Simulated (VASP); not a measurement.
# Ga4P3N (P1) in VASP: single point with PBEsol

Aim: the single point of Ga4P3N with PBEsol.

Program: VASP 6.6.1. These are calculated values, not measurements. Logs are shortened: lines on timing, memory, paths and dates and some standing lists are left out, and cuts for length are marked.

### 1 The cell of the first run

The typed cell holds 64 atoms: a = 10.403 Å, b = 10.403 Å, c = 10.403 Å, α = 90.00°, β = 90.00°, γ = 90.00°.

### 2 Single point, PBEsol

Contents of INCAR:

```
PREC = Accurate
ENCUT = 700
EDIFF = 1E-6
ISMEAR = -1
SIGMA = 0.05
LREAL = Auto
LASPH = T
NELM = 120
ALGO = Normal
ISIF = 2
LWAVE = F
LCHARG = F
GGA = PS
NBANDS = 326
ISYM = -1
GGA_COMPAT = F
```

Contents of KPOINTS:

```
explicit points
1
Reciprocal
  0.25000000   0.25000000   0.25000000 1
```

Contents of POSCAR:

```
Ga4P3N
1.0
   10.4033601424      0.0000000000      0.0000000000
    0.0000000000     10.4033601424      0.0000000000
    0.0000000000      0.0000000000     10.4033601424
Ga P N
32 24 8
Direct
    0.0167960000      0.9873220000      0.9790650000
    0.0179430000      0.0191100000      0.5275400000
    0.0177980000      0.4783260000      0.9780620000
    0.9839670000      0.4849400000      0.5249430000
    0.4915830000      0.0046750000      0.9671170000
    0.4829990000      0.9881860000      0.5226930000
    0.5173810000      0.4853440000      0.9763390000
    0.4983420000      0.4998290000      0.5070020000
    0.2512780000      0.2438640000      0.9641470000
    0.2357700000      0.2319950000      0.5233950000
    0.2362870000      0.7666200000      0.9804370000
    0.2667060000      0.7675030000      0.5263230000
    0.7377830000      0.2621140000      0.9819810000
    0.7674850000      0.2628030000      0.5234230000
    0.7273130000      0.7666180000      0.9759690000
    0.7538870000      0.7496810000      0.5062130000
    0.2517480000      0.0025950000      0.2462050000
    0.2517190000      0.0062850000      0.7524620000
    0.2505600000      0.5012280000      0.2499040000
    0.2356980000      0.4853810000      0.7646210000
    0.7516510000      0.0042780000      0.2500780000
    0.7329370000      0.9866380000      0.7652940000
    0.7541310000      0.5049400000      0.2427810000
    0.7527310000      0.4706720000      0.7523840000
    0.0003520000      0.2473120000      0.2440000000
    0.0130980000      0.2549040000      0.7417590000
    0.0002280000      0.7463610000      0.2523200000
    0.0172830000      0.7653940000      0.7659780000
    0.4980150000      0.2463710000      0.2525050000
    0.4982590000      0.2460860000      0.7754350000
    0.4972140000      0.7492400000      0.2421760000
    0.4936160000      0.7769360000      0.7513050000
    0.1294650000      0.1251400000      0.1095000000
    0.1244550000      0.6237570000      0.1128750000
    0.1259250000      0.6253840000      0.6343100000
    0.6196430000      0.1241720000      0.1112450000
    0.6217620000      0.1254530000      0.6361540000
    0.6236990000      0.6252040000      0.1111510000
    0.6254360000      0.6254950000      0.6388830000
    0.3753590000      0.3703030000      0.1100240000
    0.3715470000      0.3668930000      0.6380820000
    0.3739050000      0.8798840000      0.1101300000
    0.8763920000      0.3738290000      0.1130770000
    0.8745110000      0.8735390000      0.1134720000
    0.8793060000      0.8807620000      0.6370680000
    0.3700040000      0.1209910000      0.3864080000
    0.3739710000      0.6315820000      0.3820640000
    0.3737450000      0.6274050000      0.8700340000
    0.8814990000      0.1286360000      0.3866420000
    0.8772150000      0.1254130000      0.8674180000
    0.8768860000      0.6182660000      0.3829420000
    0.8759150000      0.6218350000      0.8709350000
    0.1213710000      0.3699020000      0.3857280000
    0.1291720000      0.8805610000      0.3866950000
    0.6319460000      0.3755630000      0.3795360000
    0.6197560000      0.8755310000      0.3801770000
    0.1304970000      0.1259030000      0.6426360000
    0.3706250000      0.8862960000      0.6425990000
    0.8805730000      0.3682110000      0.6392050000
    0.3703580000      0.1220260000      0.8633380000
    0.1261470000      0.3621740000      0.8622950000
    0.1346280000      0.8847870000      0.8648830000
    0.6259200000      0.3673310000      0.8675600000
    0.6095890000      0.8820700000      0.8670200000
```

Potentials or basis: VASP PAW PBE potentials, release 64 (Ga_d, P, N).

Launch:

```
cat potpaw_PBE.64/Ga_d/POTCAR potpaw_PBE.64/P/POTCAR potpaw_PBE.64/N/POTCAR > POTCAR
mpirun -np 1 vasp_std > vasp.out
```

OUTCAR:

```text
PREC = Accurate
   ENCUT = 700
   EDIFF = 1E-6
   ISMEAR = -1
   LREAL = Auto
   LASPH = T
   NELM = 120
   ISIF = 2
   GGA = PS
   ISYM = -1

 ion  position               nearest neighbor table
   1  0.017  0.987  0.979-  62 2.01  33 2.30  50 2.35  44 2.36
   2  0.018  0.019  0.528-  57 2.01  45 2.33  49 2.34  54 2.36
   3  0.018  0.478  0.978-  61 2.04  43 2.31  34 2.34  52 2.38
   4  0.984  0.485  0.525-  59 2.01  51 2.31  53 2.36  35 2.37
   5  0.492  0.005  0.967-  64 2.05  60 2.06  42 2.32  36 2.36
   6  0.483  0.988  0.523-  58 2.01  46 2.30  37 2.35  56 2.37
[... 56 lines left out ...]
  63  0.626  0.367  0.868-  13 1.99   7 2.02  30 2.07  24 2.08
  64  0.610  0.882  0.867-  22 1.99  32 2.03   5 2.05  15 2.06

IMPORTANT INFORMATION: All symmetrisations will be switched off!
NOSYMM: (Re-)initialisation of all symmetry stuff for point group C_1.

----------------------------------------------------------------------------------------

                                     Primitive cell

  volume of cell :    1125.9547

  direct lattice vectors                    reciprocal lattice vectors
    10.403360142  0.000000000  0.000000000     0.096122790  0.000000000  0.000000000
     0.000000000 10.403360142  0.000000000     0.000000000  0.096122790  0.000000000
     0.000000000  0.000000000 10.403360142     0.000000000  0.000000000  0.096122790

  length of vectors
    10.403360142 10.403360142 10.403360142     0.096122790  0.096122790  0.096122790

  position of ions in fractional coordinates (direct lattice)
     0.016796000  0.987322000  0.979065000
     0.017943000  0.019110000  0.527540000
     0.017798000  0.478326000  0.978062000
     0.983967000  0.484940000  0.524943000
     0.491583000  0.004675000  0.967117000
     0.482999000  0.988186000  0.522693000
[... 56 lines left out ...]
     0.625920000  0.367331000  0.867560000
     0.609589000  0.882070000  0.867020000

  ion indices of the primitive-cell ions
   primitive index   ion index
                 1           1
                 2           2
                 3           3
                 4           4
                 5           5
                 6           6
[... 56 lines left out ...]
                63          63
                64          64

----------------------------------------------------------------------------------------

 KPOINTS: explicit points

Read explicit list of k-points.

 Found      1 k-points:

 Following reciprocal coordinates:
            Coordinates               Weight
  0.250000  0.250000  0.250000      1.000000
   k-points           NKPTS =      1   k-points in BZ     NKDIM =      1   number of bands    NBANDS=    326
   number of dos      NEDOS =    301   number of ions     NIONS =     64
   total plane-waves  NPLWV = 729000
   dimension x,y,z NGX =    90 NGY =   90 NGZ =   90
   dimension x,y,z NGXF=   180 NGYF=  180 NGZF=  180
   ions per type =              32  24   8
   NGX,Y,Z   is equivalent  to a cutoff of  14.38, 14.38, 14.38 a.u.
   NGXF,Y,Z  is equivalent  to a cutoff of  28.76, 28.76, 28.76 a.u.
 SYSTEM =  unknown system
   PREC   = accura    normal or accurate (medium, high low for compatibility)
   ISTART =      0    job   : 0-new  1-cont  2-samecut
   ICHARG =      2    charge: 1-file 2-atom 10-const
   ISPIN  =      1    spin polarized calculation?
   LNONCOLLINEAR =      F non collinear calculations
   LSORBIT =      F    spin-orbit coupling
   LASPH  =      T    aspherical Exc in radial PAW
   ENCUT  =  700.0 eV  51.45 Ry    7.17 a.u.  22.44 22.44 22.44*2*pi/ulx,y,z
   NELM   =    120;   NELMIN=  2; NELMDL= -5     # of ELM steps
   EDIFF  = 0.1E-05   stopping-criterion for ELM
   LREAL  =      T    real-space projection
   EDIFFG = 0.1E-04   stopping-criterion for IOM
   NSW    =      0    number of steps for IOM
   IBRION =     -1    ionic relax: 0-MD 1-quasi-New 2-CG
   NFREE  =      0    steps in history (QN), initial steepest desc. (CG)
   ISIF   =      2    stress and relaxation
   ISYM   =     -1    0-nonsym 1-usesym 2-fastsym
   POTIM  = 0.5000    time-step for ionic-motion
   TEBEG  =    0.0;   TEEND  =   0.0 temperature during run
   PSTRESS=    0.0 pullay stress
   NELECT =     576.0000    total number of electrons
   NUPDOWN=      -1.0000    fix difference up-down
   EMIN   =  10.00;   EMAX   =-10.00  energy-range for DOS
   EFERMI =   0.00;   METHOD = LEGACY
   ISMEAR =    -1;   SIGMA  =   0.05  broadening in eV -4-tet -1-fermi 0-gaus
   EFERMI_NEDOS =   21; number of points for ismear=-14 and -15
   IALGO  =     38    algorithm
   IMIX   =      4    mixing-type and parameters
     AMIX     =   0.40;   BMIX     =  1.00
     AMIX_MAG =   1.60;   BMIX_MAG =  1.00
  volume/ion in A,a.u.               =      17.59       118.72
  Fermi-wavevector in a.u.,A,eV,Ry     =   1.309309  2.474235 23.324319  1.714289
  Thomas-Fermi vector in A             =   2.439916
   LORBIT       =      0    0 simple, 1 ext, 2 COOP (PROOUT), +10 PAW based schemes
   GGA     = PS    functional components
   LHFCALC =     F    Hartree Fock is set to
   AEXX    =    0.0000 exact exchange contribution
   IVDW    =     0    specifies the selected vdW correction
   LEPSILON=     F    determine dielectric tensor
   LRPA    =     F    only Hartree local field effects (RPA)
 non-spin polarized calculation
  energy-cutoff  :      700.00
  volume of cell :     1125.95
 maximum number of plane-waves:     47327
 NGX is ok and might be reduce to    90
   NGX = 45   NGY = 45   NGZ = 45

 number of electron     576.0000001 magnetization

 Free energy of the ion-electron system (eV)
  ---------------------------------------------------
  ext. energy  EPLUGINS =         0.00000000
  ---------------------------------------------------
  free energy    TOTEN  =      -334.73070555 eV

  energy without entropy =     -334.73069221  energy(sigma->0) =     -334.73069888

 E-fermi :   5.6242     XC(G=0): -10.4823

 val. band max:        5.0117625942   @ k =   0.2500   0.2500   0.2500
 cond. band min:       6.2400758151   @ k =   0.2500   0.2500   0.2500
 fundamental gap:      1.2283132209
 Fermi energy:         5.6242013405

 k-point     1 :       0.2500    0.2500    0.2500
  band No.  band energies     occupation
      1     -10.7338      2.00000
      2     -10.7043      2.00000
      3     -10.6715      2.00000
      4     -10.6599      2.00000
      5     -10.6389      2.00000
      6     -10.6329      2.00000
[... 292 lines left out ...]
    299       7.6129      0.00000
    300       7.6546      0.00000
 [bands above 300 left out]

------------------------ aborting loop because EDIFF is reached ----------------------------------------

  FORCE on cell =-STRESS in cart. coord.  units (eV):
  Direction    XX          YY          ZZ          XY          YZ          ZX
  --------------------------------------------------------------------------------------
  -------------------------------------------------------------------------------------
  Total        1.1359438      1.1030111     -4.5089672     -5.0243086     -5.2666623     -5.4056143
  in kB        1.6163913      1.5695298     -6.4160355     -7.1493406     -7.4941978     -7.6919197
  external PRESSURE =      -1.0767048 kB  Pullay stress =       0.0000000 kB

 VOLUME and BASIS-vectors are now :
 -----------------------------------------------------------------------------
  energy-cutoff  :      700.00
  volume of cell :     1125.95
      direct lattice vectors                 reciprocal lattice vectors
    10.403360142  0.000000000  0.000000000     0.096122790  0.000000000  0.000000000
     0.000000000 10.403360142  0.000000000     0.000000000  0.096122790  0.000000000
     0.000000000  0.000000000 10.403360142     0.000000000  0.000000000  0.096122790

 POSITION                                       TOTAL-FORCE (eV/Angst)
 -----------------------------------------------------------------------------------
      0.17473     10.27147     10.18557        -0.000001      0.012758      0.008250
      0.18667      0.19881      5.48819        -0.010099     -0.005055      0.001475
      0.18516      4.97620     10.17513        -0.004320      0.001403      0.008745
     10.23656      5.04501      5.46117        -0.002859      0.005261     -0.007487
      5.11411      0.04864     10.06127        -0.000535     -0.004708      0.018219
      5.02481     10.28045      5.43776         0.003576      0.005932     -0.002420
[... 56 lines left out ...]
      6.51167      3.82148      9.02554         0.002364     -0.001648      0.009205
      6.34177      9.17649      9.01992         0.005247      0.005386     -0.005309
 -----------------------------------------------------------------------------------
    total drift:                               -0.006755     -0.051895      0.002608

  FREE ENERGIE OF THE ION-ELECTRON SYSTEM (eV)
  ---------------------------------------------------
  free  energy   TOTEN  =      -334.7307055498 eV

  energy  without entropy=     -334.7306922139  energy(sigma->0) =     -334.73069888
```

It took 17 min on 1 thread of Intel Xeon 6975P-C (Granite Rapids), shared host; peak memory 1.6 GiB.

Results:

- Free energy: -334.7307 eV
- Pressure: -0.1 GPa
- Largest force: 0.022 eV/Å
- Band gap on the k mesh: 1.23 eV

Forces in eV/Å, atoms in the order of the input:
```
Ga   0.000  0.013  0.008
Ga  -0.010 -0.005  0.001
Ga  -0.004  0.001  0.009
Ga  -0.003  0.005 -0.007
Ga  -0.001 -0.005  0.018
Ga   0.004  0.006 -0.002
Ga   0.000  0.010  0.006
Ga  -0.001  0.003  0.000
Ga  -0.005 -0.005  0.016
Ga   0.013  0.002 -0.002
Ga   0.010 -0.002  0.011
Ga  -0.003 -0.012 -0.008
Ga   0.009 -0.006  0.012
Ga  -0.001 -0.007 -0.005
Ga   0.000 -0.008  0.010
Ga  -0.009 -0.004  0.002
Ga   0.000  0.002  0.001
Ga  -0.003 -0.002  0.002
Ga   0.002  0.013  0.002
Ga   0.010  0.010 -0.017
Ga  -0.004 -0.001 -0.002
Ga   0.011  0.009 -0.003
Ga  -0.001  0.005  0.003
Ga   0.002  0.010  0.000
Ga  -0.004  0.006  0.003
Ga  -0.008 -0.008  0.015
Ga  -0.004 -0.009 -0.003
Ga  -0.007 -0.007 -0.016
Ga  -0.004  0.005  0.005
Ga  -0.005  0.004 -0.016
Ga   0.003  0.000 -0.002
Ga  -0.002 -0.011  0.007
P    0.001 -0.001 -0.004
P   -0.007 -0.006 -0.006
P    0.000 -0.004  0.013
P    0.010 -0.005 -0.003
P   -0.005 -0.007  0.008
P   -0.002 -0.010  0.000
P   -0.003 -0.002 -0.008
P    0.008  0.000 -0.002
P    0.001  0.003  0.003
P   -0.007  0.006 -0.002
P    0.004 -0.002 -0.002
P   -0.003  0.005 -0.004
P    0.003 -0.002 -0.004
P   -0.004 -0.004  0.006
P   -0.002 -0.005 -0.002
P   -0.002  0.002  0.000
P   -0.001  0.005  0.000
P   -0.001 -0.009 -0.007
P   -0.005  0.002 -0.003
P    0.003  0.001 -0.002
P   -0.004 -0.004  0.004
P    0.007  0.000  0.000
P    0.003  0.009 -0.006
P    0.004  0.000  0.000
N    0.001  0.004 -0.015
N    0.005  0.000 -0.006
N    0.000  0.000 -0.011
N    0.007  0.005  0.003
N    0.002  0.009 -0.004
N   -0.005 -0.006  0.005
N    0.002 -0.002  0.009
N    0.005  0.005 -0.005
```

Levels at points of the mesh, in eV from the valence-band top:
```
           k point  band 284  band 285  band 286  band 287  band 288  band 289  band 290  band 291  band 292  band 293
(0.25, 0.25, 0.25)     -0.60     -0.40     -0.34     -0.17      0.00      1.23      1.34      1.75      1.85      1.91
```

Caveat: the PAW data sets were made with another functional, which shifts forces and pressure a little; a shifted mesh leaves out Γ, where band edges can lie.
